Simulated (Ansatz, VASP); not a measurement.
**Ga3BAs4 in VASP and in Ansatz**

```
B As Ga
1.0
     3.83255    0.00000    0.00000
     0.00000    3.83255    0.00000
     0.00000    0.00000   11.06345
B As Ga
1 4 3
Direct
  0.00000 0.00000 0.00000
  0.00000 0.50000 0.10145
  0.50000 0.00000 0.36742
  0.00000 0.50000 0.63258
  0.50000 0.00000 0.89855
  0.50000 0.50000 0.23523
  0.00000 0.00000 0.50000
  0.50000 0.50000 0.76477
```

Alike in both runs: task single point; functional PBE; k mesh 6 × 6 × 2; occupations fermi-dirac, width 0.02 eV; no spin polarisation.

|  | VASP | Ansatz |
| --- | --- | --- |
| version | VASP 6.6.1 | Ansatz 0.2.0 |
| potentials or method | VASP PAW PBE potentials, release 64 (B, As, Ga_d) | plane waves, PAW |
| plane-wave cutoff (eV) | 500 | 420 |
| valence electrons in the cell | 62 | 102 |

```csv
,VASP,Ansatz,Ansatz less VASP
pressure (GPa),2.9,2.6,-0.22
rms of the force components (eV/Å),0.062,0.063,+0.0008
```

VASP's potentials hold 62 valence electrons a cell and Ansatz's 102, so a difference there can come from the potentials and not from the codes.
